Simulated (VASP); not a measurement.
# TePb (Fm-3m) in VASP: notebook, part 2 of 2

VASP 6.6.1.

### Step 3. Single point, PBE, collinear spin, ferromagnetic start

This run uses another cell than the first one, of 33.73 Å³/atom, 1.020 times its volume.

INCAR

```
PREC = Accurate ; ENCUT = 520
EDIFF = 1E-6 ; ISMEAR = 0
SIGMA = 0.025 ; LREAL = F
LASPH = T ; NELM = 150
ALGO = Normal ; ISIF = 2
LWAVE = F ; LCHARG = F
ISPIN = 2 ; MAGMOM = 1 0
LORBIT = 11 ; NUPDOWN = 1.0
GGA = PE ; NBANDS = 21
```

KPOINTS

```
regular mesh
0
Gamma
  7 7 7
```

POSCAR

```
TePb
1.0
    0.0000000000      3.2310000000      3.2310000000
    3.2310000000      0.0000000000      3.2310000000
    3.2310000000      3.2310000000      0.0000000000
Pb Te
1 1
Direct
    0.0000000000      0.0000000000      0.0000000000
    0.5000000000      0.5000000000      0.5000000000
```

Potentials or basis: VASP PAW PBE potentials, release 64 (Pb_d, Te).

Run with:

```bash
cat potpaw_PBE.64/Pb_d/POTCAR potpaw_PBE.64/Te/POTCAR > POTCAR
mpirun -np 1 vasp_std > vasp.out
```

OUTCAR:

```text
PREC = Accurate
   ENCUT = 520
   EDIFF = 1E-6
   ISMEAR = 0
   LREAL = F
   LASPH = T
   NELM = 150
   ISIF = 2
   ISPIN = 2
   LORBIT = 11
   NUPDOWN = 1.0
   GGA = PE

 ion  position               nearest neighbor table
   1  0.000  0.000  0.000-   2 3.23   2 3.23   2 3.23   2 3.23   2 3.23   2 3.23
   2  0.500  0.500  0.500-   1 3.23   1 3.23   1 3.23   1 3.23   1 3.23   1 3.23

  LATTYP: Found a face centered cubic cell.
 ALAT       =     6.4620000000

  Lattice vectors:

[... 1167 lines left out ...]
  in kB       21.6039232     21.6039232     21.6039232      0.0000000     -0.0000000      0.0000000
  external PRESSURE =      21.6039232 kB  Pullay stress =       0.0000000 kB

 VOLUME and BASIS-vectors are now :
 -----------------------------------------------------------------------------
  energy-cutoff  :      520.00
  volume of cell :       67.46
      direct lattice vectors                 reciprocal lattice vectors
     0.000000000  3.231000000  3.231000000    -0.154750851  0.154750851  0.154750851
     3.231000000  0.000000000  3.231000000     0.154750851 -0.154750851  0.154750851
     3.231000000  3.231000000  0.000000000     0.154750851  0.154750851 -0.154750851

 POSITION                                       TOTAL-FORCE (eV/Angst)
 -----------------------------------------------------------------------------------
      0.00000      0.00000      0.00000         0.000000      0.000000      0.000000
      3.23100      3.23100      3.23100        -0.000000      0.000000     -0.000000
 -----------------------------------------------------------------------------------
    total drift:                               -0.000000      0.000000      0.000000

  FREE ENERGIE OF THE ION-ELECTRON SYSTEM (eV)
  ---------------------------------------------------
  free  energy   TOTEN  =        -6.5441153540 eV

  energy  without entropy=       -6.5433613930  energy(sigma->0) =       -6.54373837

 total charge

# of ion       s       p       d       tot
------------------------------------------
    1        1.400   0.685   9.823  11.908
    2        1.406   1.905   0.030   3.341
--------------------------------------------------
tot          2.806   2.590   9.853  15.250

 magnetization (x)

# of ion       s       p       d       tot
------------------------------------------
    1        0.058   0.183   0.006   0.247
    2        0.031   0.209   0.015   0.255
--------------------------------------------------
tot          0.089   0.392   0.021   0.502
```

Wall time 68 s (1 thread of AMD EPYC 7R43 (Zen 3), shared host); peak memory 0.22 GiB.

What came out:

| Item | Value |
| --- | --- |
| Free energy | -6.5441 eV |
| Pressure | 2.2 GPa |
| Net moment | 1.00 μB per cell |
| Site moments | Pb +0.25; Te +0.26 μB |
| Valence electrons inside the program's atomic spheres | Pb 11.91; Te 3.34 |

Caveat: the total moment is fixed, so each spin has its own Fermi level.

### Step 4. Single point, PBE, collinear spin, ferromagnetic start (volume scaled by 1.02)

INCAR

```
SYSTEM = TePb
  PREC = Accurate
  ENCUT = 520
  EDIFF = 1E-7
  ISMEAR = 0
  SIGMA = 0.025
  LREAL = .FALSE.
  LASPH = .TRUE.
  NELM = 150
  ALGO = Normal
  ISIF = 2
  LWAVE = .FALSE.
  LCHARG = .FALSE.
  ISPIN = 2
  MAGMOM = 1 0
  LORBIT = 11
  NUPDOWN = 1.0
  GGA = PE
  NBANDS = 21
```

KPOINTS

```
Automatic mesh
0
G
  7 7 7
  0 0 0
```

POSCAR

```
TePb
1.0
    0.0000000000      3.2523979746      3.2523979746
    3.2523979746      0.0000000000      3.2523979746
    3.2523979746      3.2523979746      0.0000000000
Pb Te
1 1
Direct
    0.0000000000      0.0000000000      0.0000000000
    0.5000000000      0.5000000000      0.5000000000
```

Run with:

```bash
cat potpaw_PBE.64/Pb_d/POTCAR potpaw_PBE.64/Te/POTCAR > POTCAR
mpirun -np 1 vasp_std > vasp.out
```

Run time: 76 s. Hardware: 1 thread of AMD EPYC 7R43 (Zen 3), shared host; peak memory 0.22 GiB.

Results (log left out):

- Free energy: -6.5590 eV
- Pressure: 1.3 GPa
- Net moment: 1.00 μB per cell
- Site moments: Pb +0.24; Te +0.25 μB
- Valence electrons inside the program's atomic spheres: Pb 11.90; Te 3.33

Caveat: the cell differs from its parent crystal (volume scaled by 1.02); the total moment is fixed, so each spin has its own Fermi level.

### Step 5. Overview

```csv
cell,pressure (GPa),moment (μB)
"a = 4.539 Å, angles 60.0°, 2 atoms",3.1,1.00
"a = 4.569 Å, angles 60.0°, 2 atoms",2.2,1.00
"a = 4.600 Å, angles 60.0°, 2 atoms",1.3,1.00
```

Alike in all rows: task single point; level PBE; potentials or basis VASP PAW PBE potentials, release 64 (Pb_d, Te); spin collinear, ferromagnetic start; fixed moment (μB) 1.0; k mesh 7 × 7 × 7; cutoff (eV) 520; smearing gaussian 0.025 eV.

Caveats: the total moment is fixed, so each spin has its own Fermi level.

Total energies depend on the potentials used, so only differences within one code and one set of settings carry meaning.
